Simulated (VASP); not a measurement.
A run of VASP 6.6.1 is set up as follows.

File INCAR:

```
PREC = Accurate ; ENCUT = 520
EDIFF = 1E-7 ; ISMEAR = 0
SIGMA = 0.15 ; LREAL = F
LASPH = T ; NELM = 60
ALGO = Normal ; ISIF = 2
LWAVE = F ; LCHARG = T
GGA = PS ; IVDW = 12
LELF = T ; LVHAR = T
NBANDS = 14
```

File KPOINTS:

```
regular mesh
0
Gamma
  18 18 6
```

File POSCAR:

```
Al
1.0
    2.8188791495      0.0000000000      0.0000000000
   -1.4094395747      2.4412209537      0.0000000000
    0.0000000000      0.0000000000      8.7114641235
Al
4
Direct
    0.0000000000      0.0000000000      0.0000000000
    0.3333333333      0.6666666667      0.2500000000
    0.0000000000      0.0000000000      0.5000000000
    0.6666666667      0.3333333333      0.7500000000
```

Potentials or basis: VASP PAW PBE potentials, release 64 (Al).

Command:

```sh
$ cat potpaw_PBE.64/Al/POTCAR > POTCAR
$ mpirun -np 1 vasp_std > vasp.out
```

**Question.** What does it give for the pressure?

**Answer.** 4.5 GPa.

**Question.** Predict the band gap on the k mesh.

**Answer.** Zero (band 6 reaches 13.86 eV, above the bottom of band 7 at 7.19 eV).

**Question.** Predict the dispersion energy per atom.

**Answer.** -0.350 eV.

Stress tensor (GPa, compression positive):
```
2.39 0.00 0.00
0.00 2.39 0.00
0.00 0.00 8.73
```

Caveat: the PAW data sets were made with another functional, which shifts forces and pressure a little; pairwise dispersion overbinds metals, which lowers pressure and volume.
